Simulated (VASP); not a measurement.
Runs of VASP 6.6.1 on MgS. The structure is that of space group Fm-3m (No. 225), or close to it. The cells are those of the table. 

| task | cell | gap on the mesh (eV) | pressure (GPa) |
| --- | --- | --- | --- |
| relaxation of cell and atoms | relaxed to 60 GPa from a = 3.748 Å, angles 60.0°, 2 atoms | (b) | 60.0 |
| relaxation of cell and atoms | relaxed from a = 3.748 Å, angles 60.0°, 2 atoms | 2.88 | 0.0 |
| single point | a = 3.427 Å, angles 60.0°, 2 atoms | 3.22 | 19.4 |
| single point | a = 3.627 Å, angles 60.0°, 2 atoms | 2.87 | -0.6 |
| relaxation of cell and atoms | relaxed to 20 GPa from a = 3.748 Å, angles 60.0°, 2 atoms | (a) | 20.0 |
| single point | a = 3.310 Å, angles 60.0°, 2 atoms | 3.06 | 39.6 |
| relaxation of cell and atoms | relaxed to 40 GPa from a = 3.748 Å, angles 60.0°, 2 atoms | 3.04 | 40.1 |
| single point | a = 3.225 Å, angles 60.0°, 2 atoms | 2.61 | 59.8 |

Alike in all rows: level LDA; potentials or basis VASP PAW LDA potentials, release 64 (Mg, S); no spin polarisation; k mesh 7 × 7 × 7; cutoff (eV) 600; smearing methfessel-paxton 0.01 eV.

Task: Fill in the values left out.

Result: (a) 3.23; (b) 2.60.

Caveats: an odd mesh through Γ misses points on the zone boundary, where band edges can lie; the cell is relaxed towards a set pressure, so the run minimises the enthalpy, not the energy (at least some runs); the cell stands under pressure (at least some runs).
